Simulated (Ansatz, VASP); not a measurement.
AlAu2 in VASP and in Ansatz

Contents of INCAR:

```
PREC = Accurate ; ENCUT = 520
EDIFF = 1E-6 ; ISMEAR = 0
SIGMA = 0.15 ; LREAL = False
LASPH = True ; NELM = 100
ALGO = Fast ; ISIF = 2
LWAVE = False ; LCHARG = False
GGA = CA ; NBANDS = 20
```

Contents of KPOINTS:

```
Automatic mesh
0
Gamma
  16 16 16
```

POSCAR

```
AlAu2
1.0
   -1.6853500000      1.6853500000      4.0978500000
    1.6853500000     -1.6853500000      4.0978500000
    1.6853500000      1.6853500000     -4.0978500000
Al Au
1 2
Direct
    0.0000000000      0.0000000000      0.0000000000
    0.6570428093      0.6570428093      0.0000000000
    0.3429571907      0.3429571907      0.0000000000
```

Input for Ansatz:

```yaml
crystal:
  lattice:
    - [-1.68535, 1.68535, 4.09785]
    - [1.68535, -1.68535, 4.09785]
    - [1.68535, 1.68535, -4.09785]
  atoms:
    - { symbol: Al, position: [0.0, 0.0, 0.0] }
    - { symbol: Au, position: [0.6570428093, 0.6570428093, 0.0] }
    - { symbol: Au, position: [0.3429571907, 0.3429571907, 0.0] }
basis:
  ecutwfc: 420
kpoints:
  mp_grid: { grid: [16, 16, 16] }
hamiltonian:
  xc: lda
scf:
  occupations: { method: gaussian, width: 0.15 }
output:
  forces: true
  stress: true
  eigenvalues: true
```

Alike in both runs: task single point; functional LDA; k mesh 16 × 16 × 16; occupations gaussian, width 0.15 eV; no spin polarisation.

|  | VASP | Ansatz |
| --- | --- | --- |
| version | VASP 6.6.1 | Ansatz 0.2.0 |
| potentials or method | VASP PAW LDA potentials, release 64 (Al, Au), cutoff 520 eV | scalar-relativistic, plane waves, PAW |
| valence electrons in the cell | 25 | 41 |

```tsv
	VASP	Ansatz	Ansatz less VASP
gap on the k mesh at the Fermi level (eV)	none	none	-
pressure (GPa)	5.6	5.2	-0.42
traceless stress, the component that is largest in VASP (GPa)	7.52	7.35	-0.168
rms of the force components (eV/Å)	0.500	0.493	-0.0066
```

LDA's correlation is that of Perdew and Zunger in VASP and of Perdew and Wang (1992) in Ansatz. Atom by atom the forces differ by 0.007 eV/Å (rms over components). A gap of «none» marks a metal or a gap that the smearing closes. VASP's potentials hold 25 valence electrons a cell and Ansatz's 41, so a difference there can come from the potentials and not from the codes.

Neither program's run includes spin-orbit coupling.
